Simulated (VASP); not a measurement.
Write the native input for VASP 6.6.1 that does the following.

| Quantity | Value |
| --- | --- |
| Task | single point |
| Functional | PBE |
| Potentials or basis | VASP PAW PBE potentials, release 64 (Si, O) |
| Cutoff | 520 eV |
| k mesh | 8 × 8 × 8 |
| Occupations | gaussian, width 0.1 eV |
| Spin | no spin polarisation |
| Dipole correction | no |
| Further INCAR settings | ALGO = Normal; EDIFF = 1e-06; NBANDS = 25 |

The structure of SiO2 lies in POSCAR:

```
SiO2
1.0
   -1.7631929503      1.7631929503      4.2599462538
    1.7631929503     -1.7631929503      4.2599462538
    1.7631929503      1.7631929503     -4.2599462538
Si O
2 4
Direct
    0.0000000000      0.0000000000      0.0000000000
    0.7500000000      0.2500000000      0.5000000000
    0.9578365121      0.4578365121      0.5000000000
    0.2078365121      0.2078365121      0.0000000000
    0.5421634879      0.0421634879      0.5000000000
    0.7921634879      0.7921634879      0.0000000000
```

These files were run (other wordings do the same):

INCAR

```
SYSTEM = SiO2
PREC     = Accurate       ! precision mode
ENCUT    = 520            ! plane-wave cutoff, eV
EDIFF    = 1E-6           ! SCF threshold, eV
ISMEAR   = 0              ! smearing method
SIGMA    = 0.1            ! smearing width, eV
LREAL    = .False.        ! projectors in reciprocal space
LASPH    = .True.         ! aspherical terms in the spheres
NELM     = 60             ! most SCF steps
ALGO     = Normal         ! electronic algorithm
ISIF     = 2              ! what is computed and relaxed
LWAVE    = .False.        ! write WAVECAR
LCHARG   = .False.        ! write CHGCAR
GGA      = PE             ! functional
NBANDS   = 25             ! bands
```

KPOINTS

```
regular mesh
0
Gamma
  8 8 8
  0 0 0
```

Potentials or basis: VASP PAW PBE potentials, release 64 (Si, O).

Command:

```console
$ cat potpaw_PBE.64/Si/POTCAR potpaw_PBE.64/O/POTCAR > POTCAR
$ mpirun -np 1 vasp_std > vasp.out
```

Results of the run:

- Pressure: 0.2 GPa
- Largest force: 0.006 eV/Å
- Band gap on the k mesh: 5.81 eV, indirect (least direct gap 6.44 eV)

It took 110 s on 1 thread of Intel(R) Xeon(R) Platinum 8488C (Sapphire Rapids) (shared host), peak memory 0.25 GiB.
